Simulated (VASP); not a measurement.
# NaCl (vib) (Fm-3m) in VASP: vibrations by perturbation theory with LDA

Aim: the vibrations by perturbation theory of NaCl (vib) with LDA.

Program: VASP 6.6.1. These are calculated values, not measurements. Logs are shortened: lines on timing, memory, paths and dates and some standing lists are left out, and cuts for length are marked.

### Step 1. The cell of the first run

Symmetry: Fm-3m, No. 225, cubic system. The conventional cell has a = 5.464 Å, b = 5.464 Å, c = 5.464 Å, α = 90.00°, β = 90.00°, γ = 90.00°. Na (site symmetry m-3m) has 6 Cl at 2.73 Å within 3.6 Å. Within 3.6 Å of Cl (site symmetry m-3m) lie 6 Na at 2.73 Å.

### Step 2. Vibrations by perturbation theory, LDA

Input file INCAR:

```
PREC = Accurate ; ENCUT = 500
EDIFF = 1E-8 ; ISMEAR = 0
SIGMA = 0.01 ; LREAL = False
LASPH = True ; NELM = 120
ALGO = Normal ; ISIF = 2
LWAVE = False ; LCHARG = False
IBRION = 8 ; NSW = 1
LEPSILON = True ; GGA_COMPAT = False
```

Input file KPOINTS:

```
regular mesh
0
Gamma
  6 6 6
```

Input file POSCAR:

```
NaCl
1.0
    0.0000000000      2.7321020083      2.7321020083
    2.7321020083      0.0000000000      2.7321020083
    2.7321020083      2.7321020083      0.0000000000
Na Cl
1 1
Direct
    0.0000000000      0.0000000000      0.0000000000
    0.5000000000      0.5000000000      0.5000000000
```

Potentials or basis: VASP PAW LDA potentials, release 64 (Na_pv, Cl).

Run with:

```sh
$ cat potpaw_LDA.64/Na_pv/POTCAR potpaw_LDA.64/Cl/POTCAR > POTCAR
$ mpirun -np 1 vasp_std > vasp.out
```

OUTCAR:

```text
PREC = Accurate
   ENCUT = 500
   EDIFF = 1E-8
   ISMEAR = 0
   LREAL = False
   LASPH = True
   NELM = 120
   ISIF = 2
   IBRION = 8
   NSW = 1
   LEPSILON = True

 ion  position               nearest neighbor table
   1  0.000  0.000  0.000-
   2  0.500  0.500  0.500-

  LATTYP: Found a face centered cubic cell.
 ALAT       =     5.4642040166

  Lattice vectors:

 A1 = (   0.0000000000,   2.7321020083,   2.7321020083)
 A2 = (   2.7321020083,   0.0000000000,   2.7321020083)
 A3 = (   2.7321020083,   2.7321020083,   0.0000000000)

Analysis of symmetry for initial positions (statically):
=====================================================================
 Subroutine PRICEL returns:
 Original cell was already a primitive cell.

 Routine SETGRP: Setting up the symmetry group for a
 face centered cubic supercell.

 Subroutine GETGRP returns: Found 48 space group operations
 (whereof 48 operations were pure point group operations)
 out of a pool of 48 trial point group operations.

The static configuration has the point symmetry O_h .

Analysis of symmetry for dynamics (positions and initial velocities):
=====================================================================
 Subroutine PRICEL returns:
 Original cell was already a primitive cell.

 Routine SETGRP: Setting up the symmetry group for a
 face centered cubic supercell.

 Subroutine GETGRP returns: Found 48 space group operations
 (whereof 48 operations were pure point group operations)
 out of a pool of 48 trial point group operations.

The dynamic configuration has the point symmetry O_h .

 Subroutine INISYM returns: Found 48 space group operations
 (whereof 48 operations are pure point group operations),
 and found     1 'primitive' translations

----------------------------------------------------------------------------------------

                                     Primitive cell

  volume of cell :      40.7869

  direct lattice vectors                    reciprocal lattice vectors
     0.000000000  2.732102008  2.732102008    -0.183009272  0.183009272  0.183009272
     2.732102008  0.000000000  2.732102008     0.183009272 -0.183009272  0.183009272
     2.732102008  2.732102008  0.000000000     0.183009272  0.183009272 -0.183009272

  length of vectors
     3.863775714  3.863775714  3.863775714     0.316981358  0.316981358  0.316981358

  position of ions in fractional coordinates (direct lattice)
     0.000000000  0.000000000  0.000000000
     0.500000000  0.500000000  0.500000000

  ion indices of the primitive-cell ions
   primitive index   ion index
                 1           1
                 2           2

----------------------------------------------------------------------------------------

 KPOINTS: regular mesh

Automatic generation of k-mesh.
 Grid dimensions read from file:
 generate k-points for:    6    6    6

 Generating k-lattice:

[... 358 lines left out ...]
           0.000000     2.975538     0.000000
          -0.000000    -0.000000     2.975538
 ------------------------------------------------------

 Free energy of the ion-electron system (eV)
  ---------------------------------------------------
  ---------------------------------------------------
  free energy    TOTEN  =        -0.20534791 eV

  energy without entropy =       -0.20534791

------------------------ aborting loop because EDIFF is reached ----------------------------------------

--------------------------------------- Ionic step        2  -------------------------------------------

------------------------ aborting loop because EDIFF is reached ----------------------------------------

--------------------------------------- Ionic step        3  -------------------------------------------

------------------------ aborting loop because EDIFF is reached ----------------------------------------

 PIEZOELECTRIC TENSOR FIELD DIRECTION 3  (e Angst)
 -----------------------------------------------------------------------------
    -0.00015  0.00000 -0.00000           (  0.00000  0.00000  0.00000)
     0.00000 -0.00015  0.00000           (  0.00000  0.00000  0.00000)
     0.00000  0.00000 -0.00043           (  0.00000  0.00000 -0.00000)

 PIEZOELECTRIC TENSOR FIELD DIRECTION 3  (C/m^2)
 -----------------------------------------------------------------------------
    -0.00006  0.00000 -0.00000
     0.00000 -0.00006  0.00000
     0.00000  0.00000 -0.00017

--------------------------------------- Ionic step        4  -------------------------------------------

------------------------ aborting loop because EDIFF is reached ----------------------------------------

[... ionic steps 5 to 6 ...]

--------------------------------------- Ionic step        7  -------------------------------------------

 Free energy of the ion-electron system (eV)
  ---------------------------------------------------
  ---------------------------------------------------
  free energy    TOTEN  =        -0.18917334 eV

  energy without entropy =       -0.18917334

------------------------ aborting loop because EDIFF is reached ----------------------------------------

 INTERNAL STRAIN TENSOR  FOR ION    2  DIRECTION 1   (eV/Angst):
 -----------------------------------------------------------------------------
     0.00629 -0.00000  0.00000
     0.00000  0.00137  0.00000
     0.00000  0.00000  0.00137

 MACROSCOPIC STATIC DIELECTRIC TENSOR (including local field effects in DFT)
 ------------------------------------------------------
           2.669436     0.000000     0.000000
          -0.000000     2.669436     0.000000
          -0.000000     0.000000     2.669436
 ------------------------------------------------------

 PIEZOELECTRIC TENSOR (including local field effects)  for field in x, y, z        (e  Angst)
          XX          YY          ZZ          XY          YZ          ZX
  --------------------------------------------------------------------------------
  x     0.00000     0.00000     0.00000     0.00000     0.00000     0.00000
  y     0.00000     0.00000     0.00000     0.00000     0.00000     0.00000
  z     0.00000     0.00000     0.00000     0.00000     0.00000     0.00000

 PIEZOELECTRIC TENSOR (including local field effects)  for field in x, y, z        (C/m^2)
          XX          YY          ZZ          XY          YZ          ZX
  --------------------------------------------------------------------------------
  x     0.00000     0.00000     0.00000     0.00000     0.00000     0.00000
  y     0.00000     0.00000     0.00000     0.00000     0.00000     0.00000
  z     0.00000     0.00000     0.00000     0.00000     0.00000     0.00000

 BORN EFFECTIVE CHARGES (including local field effects) (in |e|, cummulative output)
 ---------------------------------------------------------------------------------
 ion    1
    1     1.07128     0.00000     0.00000
    2     0.00000     1.07128     0.00000
    3     0.00000     0.00000     1.07128
 ion    2
    1    -1.07128     0.00000     0.00000
    2     0.00000    -1.07128     0.00000
    3     0.00000     0.00000    -1.07128

 INTERNAL STRAIN TENSOR FOR ION    2 for displacements in x,y,z  (eV/Angst):
          X           Y           Z          XY          YZ          ZX
  --------------------------------------------------------------------------------
  x     0.00000     0.00000     0.00000     0.00000     0.00000     0.00000
  y     0.00000     0.00000     0.00000     0.00000     0.00000     0.00000
  z     0.00000     0.00000     0.00000     0.00000     0.00000     0.00000

 SECOND DERIVATIVES (NOT SYMMETRIZED)
 ------------------------------------
               1X          1Y          1Z          2X          2Y          2Z
  1X    -1.844957    0.000000    0.000000    1.844957    0.000000    0.000000
  1Y     0.000000   -1.844957    0.000000    0.000000    1.844957    0.000000
  1Z     0.000000    0.000000   -1.844957    0.000000    0.000000    1.844957
  2X     1.842408    0.000000    0.000000   -1.842408    0.000000    0.000000
  2Y     0.000000    1.842408    0.000000    0.000000   -1.842408    0.000000
  2Z     0.000000    0.000000    1.842408    0.000000    0.000000   -1.842408

 Eigenvectors and eigenvalues of the dynamical matrix
 ----------------------------------------------------

   1 f  =    5.684550 THz    35.717084 2PiTHz  189.616191 cm-1    23.509401 meV
             X         Y         Z           dx          dy          dz
      0.000000  0.000000  0.000000     0.000000    0.779073    0.000000
      2.732102  2.732102  2.732102     0.000000   -0.626933    0.000000
[... 21 lines left out ...]
   6 f/i=    0.001920 THz     0.012062 2PiTHz    0.064033 cm-1     0.007939 meV
             X         Y         Z           dx          dy          dz
      0.000000  0.000000  0.000000     0.000000    0.000000   -0.626933
      2.732102  2.732102  2.732102     0.000000    0.000000   -0.779073

--------------------------------------------------------------------------------------------------------

 MACROSCOPIC STATIC DIELECTRIC TENSOR IONIC CONTRIBUTION
 ------------------------------------------------------
           2.761638     0.000000     0.000000
           0.000000     2.761638     0.000000
           0.000000     0.000000     2.761638
 ------------------------------------------------------

 ELASTIC MODULI CONTR FROM IONIC RELAXATION (kBar)
 Direction    XX          YY          ZZ          XY          YZ          ZX
 --------------------------------------------------------------------------------
 XX           0.0000      0.0000      0.0000      0.0000      0.0000      0.0000
 YY           0.0000      0.0000      0.0000      0.0000      0.0000      0.0000
 ZZ           0.0000      0.0000      0.0000      0.0000      0.0000      0.0000
 XY           0.0000      0.0000      0.0000      0.0000      0.0000      0.0000
 YZ           0.0000      0.0000      0.0000      0.0000      0.0000      0.0000
 ZX           0.0000      0.0000      0.0000      0.0000      0.0000      0.0000
 --------------------------------------------------------------------------------

 PIEZOELECTRIC TENSOR IONIC CONTR  for field in x, y, z        (C/m^2)
          XX          YY          ZZ          XY          YZ          ZX
  --------------------------------------------------------------------------------
  x     0.00000     0.00000     0.00000     0.00000     0.00000     0.00000
  y     0.00000     0.00000     0.00000     0.00000     0.00000     0.00000
  z     0.00000     0.00000     0.00000     0.00000     0.00000     0.00000
```

Run time: 80 s. Hardware: 1 thread of Intel Xeon Platinum 8488C (Sapphire Rapids), shared host; peak memory 0.17 GiB.

Results:

```
Electronic dielectric tensor (diagonal)                 : 2.67
Born charges (mean of the diagonal)                     : Na +1.07; Cl -1.07 e
Highest phonon frequency at Γ, LO-TO splitting left out : 190 cm⁻¹
```

Phonon frequencies in cm⁻¹ (negative: imaginary):
```csv
q point,frequencies
"(0.000, 0.000, 0.000)",0 0 0 190 190 190
```

Electronic dielectric tensor:
```
2.67 0.00 0.00
0.00 2.67 0.00
0.00 0.00 2.67
```

Born effective charge tensors (e):
atom 1, Na
```
1.07 0.00 0.00
0.00 1.07 0.00
0.00 0.00 1.07
```
atom 2, Cl
```
-1.07  0.00  0.00
 0.00 -1.07  0.00
 0.00  0.00 -1.07
```
